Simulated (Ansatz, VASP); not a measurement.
# TaN: VASP beside Ansatz

```xyz
6
Lattice="5.1149 0.0000 0.0000 -2.5575 4.4297 0.0000 0.0000 0.0000 2.8687" Properties=species:S:1:pos:R:3 pbc="T T T"
Ta    0.0000    0.0000    0.0000
Ta    0.0000    2.9531    1.4343
Ta    2.5575    1.4766    1.4343
N     2.5575    0.0000    0.0000
N     1.2787    2.2148    0.0000
N    -1.2787    2.2148    0.0000
```

Change from the starting cell: volume scaled by 0.96, PAW files.

Alike in both runs: task electric field gradients; functional LDA; k mesh 5 × 5 × 8; occupations fermi-dirac, width 0.03 eV; no spin polarisation.

```csv
,VASP,Ansatz
version,VASP 6.6.1,Ansatz 0.2.0
potentials or method,"VASP PAW LDA potentials, release 64 (Ta_pv, N)","PAW with Ansatz's default frozen-core files, scalar-relativistic"
plane-wave cutoff (eV),520,420
valence electrons in the cell,48,54
```

Ansatz gave:

| Property | Result |
| --- | --- |
| pressure (GPa) | 9.4 |
| traceless stress, the component that is largest in VASP (GPa) | 1.69 |
| size of Vzz on the site where it differs most (V/Å²) | 460.1 |

Q: What did VASP give for the same quantities?

A: Pressure (GPa): 11.5; traceless stress, the component that is largest in VASP (GPa): 2.11; size of Vzz on the site where it differs most (V/Å²): 342.9.

LDA's correlation is that of Perdew and Zunger in VASP and of Perdew and Wang (1992) in Ansatz. VASP's potentials hold 48 valence electrons a cell and Ansatz's 54, so a difference there can come from the potentials and not from the codes.

Neither program's run includes spin-orbit coupling.
